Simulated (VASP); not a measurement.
# Sr3Zn (Pm-3m) in VASP: notebook

The runs below take Sr3Zn through single point, with PBE.

Everything below comes from runs of VASP 6.6.1. Logs are shortened: lines on timing, memory, paths and dates and some standing lists are left out, and cuts for length are marked.

## Step 1: The cell of the first run

The structure is cubic, space group Pm-3m (No. 221). The conventional cell has a = 5.552 Å, b = 5.552 Å, c = 5.552 Å, α = 90.00°, β = 90.00°, γ = 90.00°. Within 5.2 Å of Sr (site symmetry 4/mmm) lie 8 Sr at 3.93 Å and 4 Zn at 3.93 Å. Within 5.2 Å of Zn (site symmetry m-3m) lie 12 Sr at 3.93 Å.

## Step 2: Single point, PBE

Input file INCAR:

```
PREC = Accurate ; ENCUT = 520
EDIFF = 1E-7 ; ISMEAR = 1
SIGMA = 0.1 ; LREAL = F
LASPH = T ; NELM = 80
ALGO = Normal ; ISIF = 2
LWAVE = F ; LCHARG = F
GGA = PE ; NBANDS = 29
```

Input file KPOINTS:

```
Automatic mesh
0
Gamma
  4 4 4
```

Input file POSCAR:

```
Sr3Zn
1.0
    5.5520547697      0.0000000000      0.0000000000
    0.0000000000      5.5520547697      0.0000000000
    0.0000000000      0.0000000000      5.5520547697
Sr Zn
3 1
Direct
    0.5000000000      0.0000000000      0.5000000000
    0.5000000000      0.5000000000      0.0000000000
    0.0000000000      0.5000000000      0.5000000000
    0.0000000000      0.0000000000      0.0000000000
```

Potentials or basis: VASP PAW PBE potentials, release 64 (Sr_sv, Zn).

Command:

```console
cat potpaw_PBE.64/Sr_sv/POTCAR potpaw_PBE.64/Zn/POTCAR > POTCAR
mpirun -np 1 vasp_std > vasp.out
```

OUTCAR:

```text
PREC = Accurate
   ENCUT = 520
   EDIFF = 1E-7
   ISMEAR = 1
   LREAL = F
   LASPH = T
   NELM = 80
   ISIF = 2
   GGA = PE

 ion  position               nearest neighbor table
   1  0.500  0.000  0.500-   2 3.93   3 3.93   4 3.93   2 3.93   4 3.93   2 3.93   3 3.93   2 3.93
                             3 3.93   4 3.93   4 3.93   3 3.93
   2  0.500  0.500  0.000-   1 3.93   3 3.93   4 3.93   1 3.93   3 3.93   1 3.93   4 3.93   1 3.93
                             3 3.93   4 3.93   3 3.93   4 3.93
   3  0.000  0.500  0.500-   1 3.93   2 3.93   4 3.93   2 3.93   4 3.93   1 3.93   4 3.93   4 3.93
                             1 3.93   2 3.93   2 3.93   1 3.93
   4  0.000  0.000  0.000-   1 3.93   2 3.93   3 3.93   1 3.93   3 3.93   2 3.93   3 3.93   3 3.93
                             1 3.93   2 3.93   1 3.93   2 3.93

  LATTYP: Found a simple cubic cell.
 ALAT       =     5.5520547697

  Lattice vectors:

 A1 = (   5.5520547697,   0.0000000000,   0.0000000000)
 A2 = (   0.0000000000,   5.5520547697,   0.0000000000)
 A3 = (   0.0000000000,   0.0000000000,   5.5520547697)

Analysis of symmetry for initial positions (statically):
=====================================================================
 Subroutine PRICEL returns:
 Original cell was already a primitive cell.

 Routine SETGRP: Setting up the symmetry group for a
 simple cubic supercell.

 Subroutine GETGRP returns: Found 48 space group operations
 (whereof 48 operations were pure point group operations)
 out of a pool of 48 trial point group operations.

The static configuration has the point symmetry O_h .

Analysis of symmetry for dynamics (positions and initial velocities):
=====================================================================
 Subroutine PRICEL returns:
 Original cell was already a primitive cell.

 Routine SETGRP: Setting up the symmetry group for a
 simple cubic supercell.

 Subroutine GETGRP returns: Found 48 space group operations
 (whereof 48 operations were pure point group operations)
 out of a pool of 48 trial point group operations.

The dynamic configuration has the point symmetry O_h .

 Subroutine INISYM returns: Found 48 space group operations
 (whereof 48 operations are pure point group operations),
 and found     1 'primitive' translations

----------------------------------------------------------------------------------------

                                     Primitive cell

  volume of cell :     171.1438

  direct lattice vectors                    reciprocal lattice vectors
     5.552054770  0.000000000  0.000000000     0.180113497  0.000000000  0.000000000
     0.000000000  5.552054770  0.000000000     0.000000000  0.180113497  0.000000000
     0.000000000  0.000000000  5.552054770     0.000000000  0.000000000  0.180113497

  length of vectors
     5.552054770  5.552054770  5.552054770     0.180113497  0.180113497  0.180113497

  position of ions in fractional coordinates (direct lattice)
     0.500000000  0.000000000  0.500000000
     0.500000000  0.500000000  0.000000000
     0.000000000  0.500000000  0.500000000
     0.000000000  0.000000000  0.000000000

  ion indices of the primitive-cell ions
   primitive index   ion index
                 1           1
                 2           2
                 3           3
                 4           4

----------------------------------------------------------------------------------------

 KPOINTS: Automatic mesh

Automatic generation of k-mesh.
 Grid dimensions read from file:
 generate k-points for:    4    4    4

 Generating k-lattice:

  Cartesian coordinates                     Fractional coordinates (reciprocal lattice)
     0.045028374  0.000000000  0.000000000     0.250000000  0.000000000  0.000000000
     0.000000000  0.045028374  0.000000000     0.000000000  0.250000000  0.000000000
     0.000000000  0.000000000  0.045028374     0.000000000  0.000000000  0.250000000

  Length of vectors
     0.045028374  0.045028374  0.045028374

  Shift w.r.t. Gamma in fractional coordinates (k-lattice)
     0.000000000  0.000000000  0.000000000

 Subroutine IBZKPT returns following result:
 ===========================================

 Found     10 irreducible k-points:

 Following reciprocal coordinates:
            Coordinates               Weight
  0.000000  0.000000  0.000000      1.000000
  0.250000  0.000000  0.000000      6.000000
  0.500000  0.000000  0.000000      3.000000
  0.250000  0.250000  0.000000     12.000000
  0.500000  0.250000  0.000000     12.000000
  0.500000  0.500000  0.000000      3.000000
  0.250000  0.250000  0.250000      8.000000
  0.500000  0.250000  0.250000     12.000000
  0.500000  0.500000  0.250000      6.000000
  0.500000  0.500000  0.500000      1.000000
   k-points           NKPTS =     10   k-points in BZ     NKDIM =     10   number of bands    NBANDS=     29
   number of dos      NEDOS =    301   number of ions     NIONS =      4
   total plane-waves  NPLWV =  74088
   dimension x,y,z NGX =    42 NGY =   42 NGZ =   42
   dimension x,y,z NGXF=    84 NGYF=   84 NGZF=   84
   ions per type =               3   1
   NGX,Y,Z   is equivalent  to a cutoff of  12.58, 12.58, 12.58 a.u.
   NGXF,Y,Z  is equivalent  to a cutoff of  25.15, 25.15, 25.15 a.u.
 SYSTEM =  unknown system
   PREC   = accura    normal or accurate (medium, high low for compatibility)
   ISTART =      0    job   : 0-new  1-cont  2-samecut
   ICHARG =      2    charge: 1-file 2-atom 10-const
   ISPIN  =      1    spin polarized calculation?
   LNONCOLLINEAR =      F non collinear calculations
   LSORBIT =      F    spin-orbit coupling
   LASPH  =      T    aspherical Exc in radial PAW
   ENCUT  =  520.0 eV  38.22 Ry    6.18 a.u.  10.32 10.32 10.32*2*pi/ulx,y,z
   NELM   =     80;   NELMIN=  2; NELMDL= -5     # of ELM steps
   EDIFF  = 0.1E-06   stopping-criterion for ELM
   LREAL  =      F    real-space projection
   EDIFFG = 0.1E-05   stopping-criterion for IOM
   NSW    =      0    number of steps for IOM
   IBRION =     -1    ionic relax: 0-MD 1-quasi-New 2-CG
   NFREE  =      0    steps in history (QN), initial steepest desc. (CG)
   ISIF   =      2    stress and relaxation
   ISYM   =      2    0-nonsym 1-usesym 2-fastsym
   POTIM  = 0.5000    time-step for ionic-motion
   TEBEG  =    0.0;   TEEND  =   0.0 temperature during run
   PSTRESS=    0.0 pullay stress
   NELECT =      42.0000    total number of electrons
   NUPDOWN=      -1.0000    fix difference up-down
   EMIN   =  10.00;   EMAX   =-10.00  energy-range for DOS
   EFERMI =   0.00;   METHOD = LEGACY
   ISMEAR =     1;   SIGMA  =   0.10  broadening in eV -4-tet -1-fermi 0-gaus
   EFERMI_NEDOS =   21; number of points for ismear=-14 and -15
   IALGO  =     38    algorithm
   IMIX   =      4    mixing-type and parameters
     AMIX     =   0.40;   BMIX     =  1.00
     AMIX_MAG =   1.60;   BMIX_MAG =  1.00
  volume/ion in A,a.u.               =      42.79       288.73
  Fermi-wavevector in a.u.,A,eV,Ry     =   1.024954  1.936881 14.293326  1.050530
  Thomas-Fermi vector in A             =   2.158768
   LORBIT       =      0    0 simple, 1 ext, 2 COOP (PROOUT), +10 PAW based schemes
   GGA     = PE    functional components
   LHFCALC =     F    Hartree Fock is set to
   AEXX    =    0.0000 exact exchange contribution
   IVDW    =     0    specifies the selected vdW correction
   LEPSILON=     F    determine dielectric tensor
   LRPA    =     F    only Hartree local field effects (RPA)
 non-spin polarized calculation
 Methfessel and Paxton  Order N= 1 SIGMA  =   0.10
  energy-cutoff  :      520.00
  volume of cell :      171.14
 maximum number of plane-waves:      4636
 NGX is ok and might be reduce to    42
   NGX = 21   NGY = 21   NGZ = 21

 number of electron      42.0000028 magnetization

 Free energy of the ion-electron system (eV)
  ---------------------------------------------------
  ext. energy  EPLUGINS =         0.00000000
  ---------------------------------------------------
  free energy    TOTEN  =        -5.69928977 eV

  energy without entropy =       -5.68702101  energy(sigma->0) =       -5.69520019

 E-fermi :   1.7245     XC(G=0):  -7.9242

 val. band max:        1.7192882125   @ k =   0.2500   0.2500   0.2500
 cond. band min:       1.7622460862   @ k =   0.5000   0.5000   0.2500
 fundamental gap:      0.0429578736
 Fermi energy:         1.7244863199

 k-point     1 :       0.0000    0.0000    0.0000
  band No.  band energies     occupation
      1     -34.7565      2.00000
      2     -34.7142      2.00000
      3     -34.7142      2.00000
      4     -16.8865      2.00000
      5     -16.8865      2.00000
      6     -16.8865      2.00000
[... 21 lines left out ...]
     28       4.1762      0.00000
     29       5.3131      0.00000

 k-point     2 :       0.2500    0.0000    0.0000
  band No.  band energies     occupation
      1     -34.7511      2.00000
      2     -34.7195      2.00000
      3     -34.7141      2.00000
      4     -16.8630      2.00000
      5     -16.8630      2.00000
      6     -16.8489      2.00000
[... 21 lines left out ...]
     28       4.1124      0.00000
     29       4.8802      0.00000

 k-point     3 :       0.5000    0.0000    0.0000
  band No.  band energies     occupation
      1     -34.7424      2.00000
      2     -34.7283      2.00000
      3     -34.7141      2.00000
      4     -16.8308      2.00000
      5     -16.8308      2.00000
      6     -16.7690      2.00000
[... 21 lines left out ...]
     28       4.1245      0.00000
     29       4.4419      0.00000

 k-point     4 :       0.2500    0.2500    0.0000
  band No.  band energies     occupation
      1     -34.7463      2.00000
      2     -34.7212      2.00000
      3     -34.7172      2.00000
      4     -16.8768      2.00000
      5     -16.8380      2.00000
      6     -16.7971      2.00000
[... 21 lines left out ...]
     28       4.4736      0.00000
     29       4.5590      0.00000

 k-point     5 :       0.5000    0.2500    0.0000
  band No.  band energies     occupation
      1     -34.7382      2.00000
      2     -34.7282      2.00000
      3     -34.7182      2.00000
      4     -16.8448      2.00000
      5     -16.8317      2.00000
      6     -16.8012      2.00000
[... 21 lines left out ...]
     28       4.1171      0.00000
     29       4.2627      0.00000

 k-point     6 :       0.5000    0.5000    0.0000
  band No.  band energies     occupation
      1     -34.7282      2.00000
      2     -34.7282      2.00000
      3     -34.7282      2.00000
      4     -16.8674      2.00000
      5     -16.8568      2.00000
      6     -16.7414      2.00000
[... 21 lines left out ...]
     28       4.1328      0.00000
     29       4.6885      0.00000

 k-point     7 :       0.2500    0.2500    0.2500
  band No.  band energies     occupation
      1     -34.7423      2.00000
      2     -34.7211      2.00000
      3     -34.7211      2.00000
      4     -16.9077      2.00000
      5     -16.8104      2.00000
      6     -16.8104      2.00000
[... 21 lines left out ...]
     28       4.4842      0.00000
     29       5.0639      0.00000

 k-point     8 :       0.5000    0.2500    0.2500
  band No.  band energies     occupation
      1     -34.7352      2.00000
      2     -34.7282      2.00000
      3     -34.7211      2.00000
      4     -16.9057      2.00000
      5     -16.8363      2.00000
      6     -16.8224      2.00000
[... 21 lines left out ...]
     28       4.5945      0.00000
     29       4.8205      0.00000

 k-point     9 :       0.5000    0.5000    0.2500
  band No.  band energies     occupation
      1     -34.7281      2.00000
      2     -34.7281      2.00000
      3     -34.7281      2.00000
      4     -16.9338      2.00000
      5     -16.8668      2.00000
      6     -16.8286      2.00000
[... 21 lines left out ...]
     28       4.4474      0.00000
     29       4.6329      0.00000

 k-point    10 :       0.5000    0.5000    0.5000
  band No.  band energies     occupation
      1     -34.7281      2.00000
      2     -34.7281      2.00000
      3     -34.7281      2.00000
      4     -16.9819      2.00000
      5     -16.8661      2.00000
      6     -16.8661      2.00000
[... 21 lines left out ...]
     28       4.1573      0.00000
     29       4.9269      0.00000

------------------------ aborting loop because EDIFF is reached ----------------------------------------

  FORCE on cell =-STRESS in cart. coord.  units (eV):
  Direction    XX          YY          ZZ          XY          YZ          ZX
  --------------------------------------------------------------------------------------
  -------------------------------------------------------------------------------------
  Total       -0.5911841     -0.5911841     -0.5911841     -0.0000000      0.0000000      0.0000000
  in kB       -5.5344202     -5.5344202     -5.5344202     -0.0000000      0.0000000      0.0000000
  external PRESSURE =      -5.5344202 kB  Pullay stress =       0.0000000 kB

 VOLUME and BASIS-vectors are now :
 -----------------------------------------------------------------------------
  energy-cutoff  :      520.00
  volume of cell :      171.14
      direct lattice vectors                 reciprocal lattice vectors
     5.552054770  0.000000000  0.000000000     0.180113497  0.000000000  0.000000000
     0.000000000  5.552054770  0.000000000     0.000000000  0.180113497  0.000000000
     0.000000000  0.000000000  5.552054770     0.000000000  0.000000000  0.180113497

 POSITION                                       TOTAL-FORCE (eV/Angst)
 -----------------------------------------------------------------------------------
      2.77603      0.00000      2.77603         0.000000      0.000000      0.000000
      2.77603      2.77603      0.00000         0.000000      0.000000      0.000000
      0.00000      2.77603      2.77603         0.000000      0.000000      0.000000
      0.00000      0.00000      0.00000         0.000000      0.000000      0.000000
 -----------------------------------------------------------------------------------
    total drift:                                0.000000     -0.000000     -0.000000

  FREE ENERGIE OF THE ION-ELECTRON SYSTEM (eV)
  ---------------------------------------------------
  free  energy   TOTEN  =        -5.6992897747 eV

  energy  without entropy=       -5.6870210130  energy(sigma->0) =       -5.69520019
```

Run time: 63 s. Hardware: 1 thread of Intel Xeon Platinum 8259CL at 2.50GHz (Skylake/Cascade Lake), shared host; peak memory 0.27 GiB.

What came out:

| Quantity | Value |
| --- | --- |
| Free energy | -5.6993 eV |
| Pressure | -0.6 GPa |
| Band gap on the k mesh | zero (band 21 reaches 2.16 eV, above the bottom of band 22 at 1.62 eV) |

Levels at points of the mesh, in eV from the Fermi level:
```
           k point  band 19  band 20  band 21  band 22  band 23  band 24
(0.00, 0.00, 0.00)    -1.70     0.10     0.10     0.76     0.76     0.76
(0.50, 0.00, 0.00)    -2.55    -0.28     0.26     0.26     1.11     1.15
(0.50, 0.50, 0.00)    -1.48    -1.48    -0.87     0.22     1.05     1.27
(0.50, 0.50, 0.50)    -0.65    -0.65    -0.65    -0.11    -0.11    -0.11
```

## Step 3: Single point, PBE

This run uses another cell than the first one, of 44.43 Å³/atom, 1.038 times its volume.

Input file INCAR:

```
PREC = Accurate ; ENCUT = 520
EDIFF = 1E-6 ; ISMEAR = 1
SIGMA = 0.1 ; LREAL = False
LASPH = True ; NELM = 60
ALGO = Normal ; ISIF = 2
LWAVE = False ; LCHARG = False
GGA = PE ; NBANDS = 29
```

KPOINTS is that of step 2.

Input file POSCAR:

```
Sr3Zn
1.0
    5.6223414055      0.0000000000      0.0000000000
    0.0000000000      5.6223414055      0.0000000000
    0.0000000000      0.0000000000      5.6223414055
Sr Zn
3 1
Direct
    0.5000000000      0.0000000000      0.5000000000
    0.5000000000      0.5000000000      0.0000000000
    0.0000000000      0.5000000000      0.5000000000
    0.0000000000      0.0000000000      0.0000000000
```

Potentials or basis: VASP PAW PBE potentials, release 64 (Sr_sv, Zn).

Command:

```console
cat potpaw_PBE.64/Sr_sv/POTCAR potpaw_PBE.64/Zn/POTCAR > POTCAR
mpirun -np 1 vasp_std > vasp.out
```

Run time: 60 s. Hardware: 1 thread of Intel Xeon Platinum 8259CL at 2.50GHz (Skylake/Cascade Lake), shared host; peak memory 0.27 GiB.

It converged, with:

```
Free energy            : -5.6678 eV
Pressure               : -1.0 GPa
Band gap on the k mesh : zero (band 21 reaches 2.03 eV, above the bottom of band 22 at 1.47 eV)
```

Levels at points of the mesh, in eV from the Fermi level:
```tsv
k point	band 17	band 18	band 19	band 20	band 21	band 22	band 23	band 24	band 25	band 26
(0.00, 0.00, 0.00)	-6.77	-4.62	-1.67	0.11	0.11	0.77	0.77	0.77	0.93	0.93
(0.50, 0.00, 0.00)	-6.76	-3.81	-2.53	-0.25	0.27	0.27	1.11	1.13	1.23	1.50
(0.50, 0.50, 0.00)	-6.76	-3.41	-1.47	-1.47	-0.93	0.25	1.01	1.26	1.26	1.85
(0.50, 0.50, 0.50)	-6.76	-3.43	-0.66	-0.66	-0.66	-0.13	-0.13	-0.13	0.48	2.38
```

## Step 4: Single point, PBE

This run uses another cell than the first one, of 46.08 Å³/atom, 1.077 times its volume.

Input file INCAR:

```
PREC     = Accurate       # precision mode
ENCUT    = 520            # plane-wave cutoff, eV
EDIFF    = 1E-7           # SCF threshold, eV
ISMEAR   = 1              # smearing method
SIGMA    = 0.1            # smearing width, eV
LREAL    = F              # projectors in reciprocal space
LASPH    = T              # aspherical terms in the spheres
NELM     = 100            # most SCF steps
ALGO     = Normal         # electronic algorithm
ISIF     = 2              # what is computed and relaxed
LWAVE    = F              # write WAVECAR
LCHARG   = T              # write CHGCAR
GGA      = PE             # functional
LELF     = T              # ELF
LVHAR    = T            
NBANDS   = 29             # bands
```

KPOINTS is that of step 3.

Input file POSCAR:

```
Sr3Zn
1.0
    5.6909133027      0.0000000000      0.0000000000
    0.0000000000      5.6909133027      0.0000000000
    0.0000000000      0.0000000000      5.6909133027
Sr Zn
3 1
Direct
    0.5000000000      0.0000000000      0.5000000000
    0.5000000000      0.5000000000      0.0000000000
    0.0000000000      0.5000000000      0.5000000000
    0.0000000000      0.0000000000      0.0000000000
```

Command:

```console
cat potpaw_PBE.64/Sr_sv/POTCAR potpaw_PBE.64/Zn/POTCAR > POTCAR
mpirun -np 1 vasp_std > vasp.out
```

Run time: 59 s. Hardware: 1 thread of Intel Xeon Platinum 8259CL at 2.50GHz (Skylake/Cascade Lake), shared host; peak memory 0.27 GiB.

Results (log left out):

* Free energy: -5.6203 eV
* Pressure: -1.3 GPa
* Band gap on the k mesh: zero (band 21 reaches 1.91 eV, above the bottom of band 22 at 1.33 eV)

Levels at points of the mesh, in eV from the Fermi level:
| k point | band 19 | band 20 | band 21 | band 22 | band 23 | band 24 |
| --- | --- | --- | --- | --- | --- | --- |
| (0.00, 0.00, 0.00) | -1.65 | 0.11 | 0.11 | 0.77 | 0.77 | 0.77 |
| (0.50, 0.00, 0.00) | -2.52 | -0.22 | 0.27 | 0.27 | 1.09 | 1.10 |
| (0.50, 0.50, 0.00) | -1.47 | -1.47 | -0.98 | 0.28 | 0.98 | 1.24 |
| (0.50, 0.50, 0.50) | -0.67 | -0.67 | -0.67 | -0.15 | -0.15 | -0.15 |

## Step 5: Overview

```tsv
cell	gap on the mesh (eV)	pressure (GPa)
a = 5.552 Å, 4 atoms	none	-0.6
a = 5.622 Å, 4 atoms	none	-1.0
a = 5.691 Å, 4 atoms	none	-1.3
```

Alike in all rows: task single point; level PBE; potentials or basis VASP PAW PBE potentials, release 64 (Sr_sv, Zn); no spin polarisation; k mesh 4 × 4 × 4; cutoff (eV) 520; smearing methfessel-paxton 0.1 eV.

Absolute energies hang on the potentials; compare differences alone.
